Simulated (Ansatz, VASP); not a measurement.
# One calculation of PbSe, two programs

Contents of POSCAR:

```
PbSe
1.0
    0.0000000000      3.0621500000      3.0621500000
    3.0621500000      0.0000000000      3.0621500000
    3.0621500000      3.0621500000      0.0000000000
Pb Se
1 1
Direct
    0.0000000000      0.0000000000      0.0000000000
    0.4673432066      0.4673432066      0.4864731133
```

INCAR.step1

```
SYSTEM = PbSe
PREC     = Accurate       ! precision mode
ENCUT    = 520            ! plane-wave cutoff, eV
ISMEAR   = 0              ! smearing method
SIGMA    = 0.05           ! smearing width, eV
LREAL    = .FALSE.        ! projectors in reciprocal space
LASPH    = .TRUE.         ! aspherical terms in the spheres
NELM     = 100            ! most SCF steps
NBANDS   = 17             ! bands
GGA      = PE             ! functional
ALGO     = Normal         ! electronic algorithm
EDIFF    = 1E-4           ! SCF threshold, eV
LWAVE    = .TRUE.         ! write WAVECAR
LCHARG   = .FALSE.        ! write CHGCAR
```

Contents of INCAR.step2:

```
SYSTEM = PbSe
PREC     = Accurate       ! precision mode
ENCUT    = 520            ! plane-wave cutoff, eV
EDIFF    = 1E-7           ! SCF threshold, eV
ISMEAR   = 0              ! smearing method
SIGMA    = 0.05           ! smearing width, eV
LREAL    = .FALSE.        ! projectors in reciprocal space
LASPH    = .TRUE.         ! aspherical terms in the spheres
NELM     = 100            ! most SCF steps
ALGO     = Normal         ! electronic algorithm
ISIF     = 2              ! what is computed and relaxed
LWAVE    = .FALSE.        ! write WAVECAR
LCHARG   = .TRUE.         ! write CHGCAR
METAGGA  = R2SCAN         ! meta-GGA
LMIXTAU  = .TRUE.       
LELF     = .TRUE.         ! ELF
LVHAR    = .TRUE.       
NBANDS   = 17             ! bands
ISTART   = 1
```

The input KPOINTS:

```
Automatic mesh
0
G
  10 10 10
  0 0 0
```

Input for Ansatz:

```yaml
crystal:
  lattice:
    - [0.0, 3.06215, 3.06215]
    - [3.06215, 0.0, 3.06215]
    - [3.06215, 3.06215, 0.0]
  atoms:
    - { symbol: Pb, position: [0.0, 0.0, 0.0] }
    - { symbol: Se, position: [0.4673432066, 0.4673432066, 0.4864731133] }
basis:
  ecutwfc: 500
kpoints:
  mp_grid: { grid: [10, 10, 10] }
hamiltonian:
  xc: r2scan
scf:
  occupations: { method: gaussian, width: 0.05 }
output:
  forces: true
  stress: true
  eigenvalues: true
```

Alike in both runs: task single point; functional r2SCAN; k mesh 10 × 10 × 10; occupations gaussian, width 0.05 eV; no spin polarisation.

|  | VASP | Ansatz |
| --- | --- | --- |
| version | VASP 6.6.1 | Ansatz 0.2.0 |
| potentials or method | VASP PAW PBE potentials, release 64 (Pb_d, Se), cutoff 520 eV | scalar-relativistic, plane waves, PAW |
| valence electrons in the cell | 20 | 30 |

```csv
,VASP,Ansatz,Ansatz less VASP
gap on the k mesh at the Fermi level (eV),0.73,0.72,-0.004
least direct gap on the mesh (eV),0.73,0.72,-0.004
pressure (GPa),2.6,2.6,-0.02
"traceless stress, the component that is largest in VASP (GPa)",0.56,0.55,-0.007
rms of the force components (eV/Å),0.195,0.189,-0.0063
```

VASP's potentials were made for PBE, not for r2SCAN. Atom by atom the forces differ by 0.006 eV/Å (rms over components). VASP's potentials hold 20 valence electrons a cell and Ansatz's 30, so a difference there can come from the potentials and not from the codes.

Neither program's run includes spin-orbit coupling.
